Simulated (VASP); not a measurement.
# Hg (Fd-3m) in VASP: notebook

Runs on Hg. Level: PBE. Tasks: relaxation of cell and atoms.

All numbers are computed with VASP 6.6.1; they aren't measurements. Logs are shortened: lines on timing, memory, paths and dates and some standing lists are left out, and cuts for length are marked.

### 1 The cell of the first run

The structure is cubic, space group Fd-3m (No. 227). Conventional cell: a = 5.350 Å, b = 5.350 Å, c = 5.350 Å, α = 90.00°, β = 90.00°, γ = 90.00°. Within 3.1 Å of Hg (site symmetry -43m) lie 4 Hg at 2.32 Å.

### 2 Relaxation of cell and atoms, PBE, target pressure 40 GPa, at which the enthalpy is minimised

File INCAR:

```
SYSTEM = Hg
ALGO = Normal
EDIFF = 1E-6
EDIFFG = -0.005
ENCUT = 600
GGA = PE
IBRION = 2
ISIF = 3
ISMEAR = -1
LASPH = .True.
LCHARG = .False.
LREAL = .False.
LWAVE = .False.
NELM = 100
NSW = 60
PREC = Accurate
PSTRESS = 400.0
SIGMA = 0.05
```

File KPOINTS:

```
k-points
0
Gamma
  12 12 12
  0 0 0
```

File POSCAR:

```
Hg
1.0
    0.0000000000      2.6749179233      2.6749179233
    2.6749179233      0.0000000000      2.6749179233
    2.6749179233      2.6749179233      0.0000000000
Hg
2
Direct
   -0.1250000000     -0.1250000000     -0.1250000000
    0.1250000000      0.1250000000      0.1250000000
```

Potentials or basis: VASP PAW PBE potentials, release 64 (Hg).

Launch:

```console
$ cat potpaw_PBE.64/Hg/POTCAR > POTCAR
$ mpirun -np 1 vasp_std > vasp.out
```

OUTCAR:

```text
SYSTEM = Hg
   EDIFF = 1E-6
   EDIFFG = -0.005
   ENCUT = 600
   GGA = PE
   IBRION = 2
   ISIF = 3
   ISMEAR = -1
   LASPH = .True.
   LREAL = .False.
   NELM = 100
   NSW = 60
   PREC = Accurate
   PSTRESS = 400.0

 ion  position               nearest neighbor table
   1  0.875  0.875  0.875-   2 2.32   2 2.32   2 2.32   2 2.32
   2  0.125  0.125  0.125-   1 2.32   1 2.32   1 2.32   1 2.32

  LATTYP: Found a face centered cubic cell.
 ALAT       =     5.3498358466

  Lattice vectors:

 A1 = (   0.0000000000,   2.6749179233,   2.6749179233)
 A2 = (   2.6749179233,   0.0000000000,   2.6749179233)
 A3 = (   2.6749179233,   2.6749179233,   0.0000000000)

Analysis of symmetry for initial positions (statically):
=====================================================================
 Subroutine PRICEL returns:
 Original cell was already a primitive cell.

 Routine SETGRP: Setting up the symmetry group for a
 face centered cubic supercell.

 Subroutine GETGRP returns: Found 48 space group operations
 (whereof 12 operations were pure point group operations)
 out of a pool of 48 trial point group operations.

The static configuration has the point symmetry D_3d.
 The point group associated with its full space group is O_h .

Analysis of symmetry for dynamics (positions and initial velocities):
=====================================================================
 Subroutine PRICEL returns:
 Original cell was already a primitive cell.

 Routine SETGRP: Setting up the symmetry group for a
 face centered cubic supercell.

 Subroutine GETGRP returns: Found 48 space group operations
 (whereof 12 operations were pure point group operations)
 out of a pool of 48 trial point group operations.

The dynamic configuration has the point symmetry D_3d.
 The point group associated with its full space group is O_h .

 Subroutine INISYM returns: Found 48 space group operations
 (whereof 12 operations are pure point group operations),
 and found     1 'primitive' translations

----------------------------------------------------------------------------------------

                                     Primitive cell

  volume of cell :      38.2791

  direct lattice vectors                    reciprocal lattice vectors
     0.000000000  2.674917923  2.674917923    -0.186921623  0.186921623  0.186921623
     2.674917923  0.000000000  2.674917923     0.186921623 -0.186921623  0.186921623
     2.674917923  2.674917923  0.000000000     0.186921623  0.186921623 -0.186921623

  length of vectors
     3.782905205  3.782905205  3.782905205     0.323757748  0.323757748  0.323757748

  position of ions in fractional coordinates (direct lattice)
     0.875000000  0.875000000  0.875000000
     0.125000000  0.125000000  0.125000000

  ion indices of the primitive-cell ions
   primitive index   ion index
                 1           1
                 2           2

----------------------------------------------------------------------------------------

 KPOINTS: k-points

Automatic generation of k-mesh.
 Grid dimensions read from file:
 generate k-points for:   12   12   12

 Generating k-lattice:

  Cartesian coordinates                     Fractional coordinates (reciprocal lattice)
    -0.015576802  0.015576802  0.015576802     0.083333333  0.000000000  0.000000000
     0.015576802 -0.015576802  0.015576802     0.000000000  0.083333333  0.000000000
     0.015576802  0.015576802 -0.015576802     0.000000000  0.000000000  0.083333333

  Length of vectors
     0.026979812  0.026979812  0.026979812

  Shift w.r.t. Gamma in fractional coordinates (k-lattice)
     0.000000000  0.000000000  0.000000000

 Subroutine IBZKPT returns following result:
 ===========================================

 Found     72 irreducible k-points:

 Following reciprocal coordinates:
            Coordinates               Weight
  0.000000  0.000000  0.000000      1.000000
  0.083333  0.000000  0.000000      8.000000
  0.166667  0.000000  0.000000      8.000000
  0.250000  0.000000  0.000000      8.000000
  0.333333  0.000000  0.000000      8.000000
  0.416667  0.000000  0.000000      8.000000
[... 16 lines left out ...]
  0.500000  0.166667  0.000000     24.000000
 -0.416667  0.166667  0.000000     24.000000
 [... further k-points ...]
   k-points           NKPTS =     72   k-points in BZ     NKDIM =     72   number of bands    NBANDS=     16
   number of dos      NEDOS =    301   number of ions     NIONS =      2
   total plane-waves  NPLWV =  27000
   dimension x,y,z NGX =    30 NGY =   30 NGZ =   30
   dimension x,y,z NGXF=    60 NGYF=   60 NGZF=   60
   ions per type =               2
   NGX,Y,Z   is equivalent  to a cutoff of  13.18, 13.18, 13.18 a.u.
   NGXF,Y,Z  is equivalent  to a cutoff of  26.37, 26.37, 26.37 a.u.
 SYSTEM =  Hg
   PREC   = accura    normal or accurate (medium, high low for compatibility)
   ISTART =      0    job   : 0-new  1-cont  2-samecut
   ICHARG =      2    charge: 1-file 2-atom 10-const
   ISPIN  =      1    spin polarized calculation?
   LNONCOLLINEAR =      F non collinear calculations
   LSORBIT =      F    spin-orbit coupling
   LASPH  =      T    aspherical Exc in radial PAW
   ENCUT  =  600.0 eV  44.10 Ry    6.64 a.u.   7.56  7.56  7.56*2*pi/ulx,y,z
   NELM   =    100;   NELMIN=  2; NELMDL= -5     # of ELM steps
   EDIFF  = 0.1E-05   stopping-criterion for ELM
   LREAL  =      F    real-space projection
   EDIFFG = -.5E-02   stopping-criterion for IOM
   NSW    =     60    number of steps for IOM
   IBRION =      2    ionic relax: 0-MD 1-quasi-New 2-CG
   NFREE  =      1    steps in history (QN), initial steepest desc. (CG)
   ISIF   =      3    stress and relaxation
   ISYM   =      2    0-nonsym 1-usesym 2-fastsym
   POTIM  = 0.5000    time-step for ionic-motion
   TEBEG  =    0.0;   TEEND  =   0.0 temperature during run
   PSTRESS=  400.0 pullay stress
   NELECT =      24.0000    total number of electrons
   NUPDOWN=      -1.0000    fix difference up-down
   EMIN   =  10.00;   EMAX   =-10.00  energy-range for DOS
   EFERMI =   0.00;   METHOD = LEGACY
   ISMEAR =    -1;   SIGMA  =   0.05  broadening in eV -4-tet -1-fermi 0-gaus
   EFERMI_NEDOS =   21; number of points for ismear=-14 and -15
   IALGO  =     38    algorithm
   IMIX   =      4    mixing-type and parameters
     AMIX     =   0.40;   BMIX     =  1.00
     AMIX_MAG =   1.60;   BMIX_MAG =  1.00
  volume/ion in A,a.u.               =      19.14       129.16
  Fermi-wavevector in a.u.,A,eV,Ry     =   1.401172  2.647831 26.712087  1.963283
  Thomas-Fermi vector in A             =   2.524060
   LORBIT       =      0    0 simple, 1 ext, 2 COOP (PROOUT), +10 PAW based schemes
   GGA     = PE    functional components
   LHFCALC =     F    Hartree Fock is set to
   AEXX    =    0.0000 exact exchange contribution
   IVDW    =     0    specifies the selected vdW correction
   LEPSILON=     F    determine dielectric tensor
   LRPA    =     F    only Hartree local field effects (RPA)
 conjugate gradient relaxation of ions
 non-spin polarized calculation
  energy-cutoff  :      600.00
  volume of cell :       38.28
 maximum number of plane-waves:      1303
   NGX = 15   NGY = 15   NGZ = 15

--------------------------------------- Ionic step        1  -------------------------------------------

 number of electron      24.0000004 magnetization

 Free energy of the ion-electron system (eV)
  ---------------------------------------------------
  ext. energy  EPLUGINS =         0.00000000
  ---------------------------------------------------
  free energy    TOTEN  =         5.93109013 eV

  energy without entropy =        5.94003250  energy(sigma->0) =        5.93556132

------------------------ aborting loop because EDIFF is reached ----------------------------------------

  FORCE on cell =-STRESS in cart. coord.  units (eV):
  Direction    XX          YY          ZZ          XY          YZ          ZX
  --------------------------------------------------------------------------------------
  -------------------------------------------------------------------------------------
  Total       25.2290022     25.2290022     25.2290022      0.0000000     -0.0000000     -0.0000000
  in kB     1055.9644052   1055.9644052   1055.9644052      0.0000000     -0.0000000     -0.0000000
  external PRESSURE =     655.9644052 kB  Pullay stress =     400.0000000 kB
[... 25 lines left out ...]
--------------------------------------- Ionic step        2  -------------------------------------------

 number of electron      23.9999980 magnetization

 E-fermi :  -0.1623     XC(G=0):  -6.8221

 val. band max:       -0.2999781351   @ k =  -0.0833   0.0833   0.0000
 cond. band min:      -0.1348519474   @ k =  -0.3333   0.3333   0.0000
 fundamental gap:      0.1651261877
 Fermi energy:        -0.1622819302

 k-point     1 :       0.0000    0.0000    0.0000
  band No.  band energies     occupation
      1      -7.4124      2.00000
      2      -7.4124      2.00000
      3      -7.4124      2.00000
      4      -7.3689      2.00000
      5      -7.3689      2.00000
      6      -6.7887      2.00000
[... 433 lines left out ...]
      3      -7.3819      2.00000
      4      -7.2263      2.00000
      5      -7.1916      2.00000
      6      -7.1098      2.00000
[... 8 lines left out ...]
     15       3.2908      0.00000
     16       5.2254      0.00000

 [... further k-points ...]

------------------------ aborting loop because EDIFF is reached ----------------------------------------

  FORCE on cell =-STRESS in cart. coord.  units (eV):
  Direction    XX          YY          ZZ          XY          YZ          ZX
  --------------------------------------------------------------------------------------
  -------------------------------------------------------------------------------------
  Total       -0.1263459     -0.1263459     -0.1263459      0.0000000      0.0000000      0.0000000
  in kB       -2.0208285     -2.0208285     -2.0208285      0.0000000      0.0000000      0.0000000
  external PRESSURE =    -402.0208285 kB  Pullay stress =     400.0000000 kB
[... 215 lines left out ...]
--------------------------------------- Ionic step        8  -------------------------------------------

 number of electron      23.9999999 magnetization

 Free energy of the ion-electron system (eV)
  ---------------------------------------------------
  ext. energy  EPLUGINS =         0.00000000
  ---------------------------------------------------
  free energy    TOTEN  =         2.17837364 eV

  energy without entropy =        2.18777671  energy(sigma->0) =        2.18307518

 E-fermi :   3.2744     XC(G=0): -10.5464

 val. band max:        3.2670068592   @ k =   0.3333   0.3333   0.0000
 cond. band min:       3.2895728432   @ k =  -0.4167   0.4167   0.1667
 fundamental gap:      0.0225659841
 Fermi energy:         3.2744288243

 k-point     1 :       0.0000    0.0000    0.0000
  band No.  band energies     occupation
      1      -6.9581      2.00000
      2      -6.1125      2.00000
      3      -6.1125      2.00000
      4      -6.1125      2.00000
      5      -6.0833      2.00000
      6      -6.0833      2.00000
[... 433 lines left out ...]
      3      -6.0624      2.00000
      4      -5.7996      2.00000
      5      -5.5964      2.00000
      6      -5.4016      2.00000
[... 8 lines left out ...]
     15      10.2330      0.00000
     16      12.4500      0.00000

 [... further k-points ...]

------------------------ aborting loop because EDIFF is reached ----------------------------------------

  FORCE on cell =-STRESS in cart. coord.  units (eV):
  Direction    XX          YY          ZZ          XY          YZ          ZX
  --------------------------------------------------------------------------------------
  -------------------------------------------------------------------------------------
  Total       11.7924542     11.7924542     11.7924542      0.0000000     -0.0000000     -0.0000000
  in kB      400.1489117    400.1489117    400.1489117      0.0000000     -0.0000000     -0.0000000
  external PRESSURE =       0.1489117 kB  Pullay stress =     400.0000000 kB
[... 21 lines left out ...]
  energy  without entropy=        2.1877767100  energy(sigma->0) =        2.18307518

  enthalpy is  TOTEN    =        13.9664394214 eV   P V=       11.7880657795

 reached required accuracy - stopping structural energy minimisation
```

Run time: 6 min. Hardware: 1 thread of Oxide Virtual Turin-like, shared host; peak memory 0.17 GiB.

What came out:

* Free energy: 2.1784 eV
* Relaxed volume: 23.61 Å³/atom
* Relaxed cell: a = 4.057 Å, b = 4.057 Å, c = 4.057 Å, α = 60.00°, β = 60.00°, γ = 60.00°
* Space group after relaxing (to 0.05 Å): Fd-3m (No. 227)
* Energy change on relaxing (the enthalpy is what falls): -1876.4 meV/atom
* Ionic steps: 8
* Pressure after relaxing: 40.0 GPa
* Band gap on the k mesh: zero (band 12 reaches 10.30 eV, above the bottom of band 13 at 2.44 eV)

Step by step:
```tsv
step	energy change (eV)	largest force (eV/Å)	pressure (GPa)	volume (Å³)
1	0.0000	0.0000	105.60	38.28
2	-6.0635	0.0000	-0.20	100.17
3	-4.6493	0.0000	24.98	51.72
4	-4.0081	0.0000	35.69	48.30
5	-3.7427	0.0000	40.18	47.18
6	-3.7901	0.0000	39.37	47.37
7	-3.6542	0.0000	41.68	46.83
8	-3.7527	0.0000	40.01	47.22
```

Final structure:
```cif
data_structure
_symmetry_space_group_name_H-M 'P 1'
_symmetry_Int_Tables_number 1
_cell_length_a 4.0570
_cell_length_b 4.0570
_cell_length_c 4.0570
_cell_angle_alpha 60.000
_cell_angle_beta 60.000
_cell_angle_gamma 60.000
_cell_volume 47.22
loop_
_atom_site_label
_atom_site_type_symbol
_atom_site_fract_x
_atom_site_fract_y
_atom_site_fract_z
_atom_site_occupancy
Hg1 Hg 0.87500 0.87500 0.87500 1
Hg2 Hg 0.12500 0.12500 0.12500 1
```

Levels at points of the mesh, in eV from the Fermi level:
```tsv
k point	band 9	band 10	band 11	band 12	band 13	band 14	band 15	band 16
(0.00, 0.00, 0.00)	-7.16	-6.14	-6.14	7.03	7.62	7.62	7.62	8.11
(0.50, 0.00, 0.00)	-6.23	-6.23	-4.54	-4.27	4.38	4.38	6.95	7.87
(0.50, 0.50, 0.00)	-6.04	-6.04	-3.48	-3.48	0.94	0.94	5.72	5.72
```

Caveat: the cell is relaxed towards a set pressure, so the enthalpy falls and the energy may rise; the volume moved by over 15 % at a fixed basis, so the end points are rough; spin-orbit coupling is left out, which moves the levels of the heavy elements.

### 3 Relaxation of cell and atoms, PBE, target pressure 40 GPa, at which the enthalpy is minimised

This run uses another cell than the first one, of 23.35 Å³/atom, 1.220 times its volume.

File INCAR:

```
ALGO = Normal ; EDIFF = 1E-6
EDIFFG = -0.005 ; ENCUT = 600
GGA = PE ; IBRION = 2
ISIF = 3 ; ISMEAR = -1
LASPH = T ; LCHARG = F
LREAL = F ; LWAVE = F
NELM = 100 ; NSW = 32
PREC = Accurate ; PSTRESS = 400.0
SIGMA = 0.05
```

File KPOINTS:

```
k-points
0
Gamma
  12 12 12
```

File POSCAR:

```
Hg
1.0
    0.0000000000      2.8582037187      2.8582037187
    2.8582037187      0.0000000000      2.8582037187
    2.8582037187      2.8582037187      0.0000000000
Hg
2
Direct
   -0.1250000000     -0.1250000000     -0.1250000000
    0.1250000000      0.1250000000      0.1250000000
```

Potentials or basis: VASP PAW PBE potentials, release 64 (Hg).

Launch:

```console
$ cat potpaw_PBE.64/Hg/POTCAR > POTCAR
$ mpirun -np 1 vasp_std > vasp.out
```

It took 2.8 min on 1 thread of Oxide Virtual Turin-like, shared host; peak memory 0.18 GiB.

The run converged. Its results:

```
Free energy                                            : 2.1697 eV
Relaxed volume                                         : 23.62 Å³/atom
Relaxed cell                                           : a = 4.057 Å, b = 4.057 Å, c = 4.057 Å, α = 60.00°, β = 60.00°, γ = 60.00°
Space group after relaxing (to 0.05 Å)                 : Fd-3m (No. 227)
Energy change on relaxing (the enthalpy is what falls) : -68.5 meV/atom
Ionic steps                                            : 4
Pressure after relaxing                                : 40.0 GPa
Band gap on the k mesh                                 : zero (band 12 reaches 10.30 eV, above the bottom of band 13 at 2.44 eV)
```

Step by step:
```tsv
step	energy change (eV)	largest force (eV/Å)	pressure (GPa)	volume (Å³)
1	0.0000	0.0000	42.34	46.70
2	-0.5480	0.0000	33.11	49.04
3	-0.1398	0.0000	39.96	47.24
4	-0.1371	0.0000	40.01	47.23
```

Final structure:
```yaml
crystal:
  lattice:
    - [0.00000, 2.86905, 2.86905]
    - [2.86905, 0.00000, 2.86905]
    - [2.86905, 2.86905, 0.00000]
  atoms:
    - { symbol: Hg, position: [0.87500, 0.87500, 0.87500] }
    - { symbol: Hg, position: [0.12500, 0.12500, 0.12500] }
```

Levels at points of the mesh, in eV from the Fermi level:
```
           k point  band 9  band 10  band 11  band 12  band 13  band 14  band 15  band 16
(0.00, 0.00, 0.00)   -7.16    -6.14    -6.14     7.02     7.61     7.61     7.61     8.11
(0.50, 0.00, 0.00)   -6.23    -6.23    -4.54    -4.27     4.38     4.38     6.95     7.87
(0.50, 0.50, 0.00)   -6.04    -6.04    -3.48    -3.48     0.94     0.94     5.72     5.72
```

Caveat: the cell is relaxed towards a set pressure, so the enthalpy falls and the energy may rise; spin-orbit coupling is left out, which moves the levels of the heavy elements.
